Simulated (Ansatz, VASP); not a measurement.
SnO in VASP and in Ansatz

POSCAR

```
SnO
1.0
    3.8136952200      0.0000000000      0.0000000000
    0.0000000000      3.8136952200      0.0000000000
    0.0000000000      0.0000000000      4.8869133000
Sn O
2 2
Direct
    0.5000000000      0.0000000000      0.7646261400
    0.0000000000      0.5000000000      0.2353738600
    0.0000000000      0.0000000000      0.0000000000
    0.5000000000      0.5000000000      0.0000000000
```

File INCAR.step1:

```
SYSTEM = SnO
  PREC = Accurate
  ENCUT = 520
  ISMEAR = -1
  SIGMA = 0.05
  LREAL = .FALSE.
  LASPH = .TRUE.
  NELM = 150
  LNONCOLLINEAR = .TRUE.
  MAGMOM = 0 0 0 0 0 0 0 0 0 0 0 0
  LSORBIT = .TRUE.
  GGA_COMPAT = .FALSE.
  NBANDS = 54
  GGA = PE
  ALGO = Normal
  EDIFF = 1E-4
  LWAVE = .TRUE.
  LCHARG = .FALSE.
```

The input INCAR.step2:

```
SYSTEM = SnO
  PREC = Accurate
  ENCUT = 520
  EDIFF = 1E-7
  ISMEAR = -1
  SIGMA = 0.05
  LREAL = .FALSE.
  LASPH = .TRUE.
  NELM = 150
  ALGO = Normal
  ISIF = 2
  LWAVE = .FALSE.
  LCHARG = .TRUE.
  LNONCOLLINEAR = .TRUE.
  MAGMOM = 0 0 0 0 0 0 0 0 0 0 0 0
  LORBIT = 11
  LSORBIT = .TRUE.
  GGA_COMPAT = .FALSE.
  LORBMOM = .TRUE.
  METAGGA = R2SCAN
  LMIXTAU = .TRUE.
  LVHAR = .TRUE.
  NBANDS = 54
  ISTART = 1
```

The input KPOINTS:

```
regular mesh
0
G
  7 7 6
  0 0 0
```

File input.yaml:

```yaml
crystal:
  lattice:
    - [3.81369522, 0.0, 0.0]
    - [0.0, 3.81369522, 0.0]
    - [0.0, 0.0, 4.8869133]
  atoms:
    - { symbol: Sn, position: [0.5, 0.0, 0.76462614] }
    - { symbol: Sn, position: [0.0, 0.5, 0.23537386] }
    - { symbol: O, position: [0.0, 0.0, 0.0] }
    - { symbol: O, position: [0.5, 0.5, 0.0] }
hamiltonian:
  xc: r2scan
  pseudopotentials: { kind: paw_fr }
magnetization:
  noncollinear: true
  spin_orbit: true
kpoints:
  mp_grid: { grid: [7, 7, 6] }
  band_path:
    path:
      - [[0.0, 0.0, 0.0], [0.0, 0.5, 0.0], [0.5, 0.5, 0.0], [0.0, 0.0, 0.0], [0.0, 0.0, 0.5], [0.0, 0.5, 0.5], [0.5, 0.5, 0.5], [0.0, 0.0, 0.5]]
      - [[0.0, 0.5, 0.0], [0.0, 0.5, 0.5]]
      - [[0.5, 0.5, 0.0], [0.5, 0.5, 0.5]]
    npoints: 14
scf:
  occupations: { method: fermi_dirac, width: 0.05 }
  n_extra_bands: 10
output:
  forces: true
  stress: true
  eigenvalues: true
  fatbands: false
  write_density: true
  write_potential: true
  elf: true
  volumetric_format: npy
```

Alike in both runs: functional r2SCAN; k mesh 7 × 7 × 6; occupations fermi-dirac, width 0.05 eV; non-collinear spin, spin-orbit coupling.

|  | VASP | Ansatz |
| --- | --- | --- |
| version | VASP 6.6.1 | Ansatz 0.2.0 |
| potentials or method | VASP PAW PBE potentials, release 64 (Sn_d, O) | Ansatz PAW |
| plane-wave cutoff (eV) | 520 | 500 |
| valence electrons in the cell | 40 | 40 |
| task | single point | band structure |

Ansatz gave:

```
pressure (GPa)                                                : -0.5
traceless stress, the component that is largest in VASP (GPa) : 0.16
rms of the force components (eV/Å)                            : 0.053
```

Task: What did VASP give for the same quantities?

Result: Pressure (GPa): 0.1; traceless stress, the component that is largest in VASP (GPa): 0.11; rms of the force components (eV/Å): 0.007.

VASP's potentials were made for PBE, not for r2SCAN. Atom by atom the forces differ by 0.059 eV/Å (rms over components).

Noted on Ansatz's run: the k mesh misses the band edges, so the gap on the mesh is wider than the one along the path.
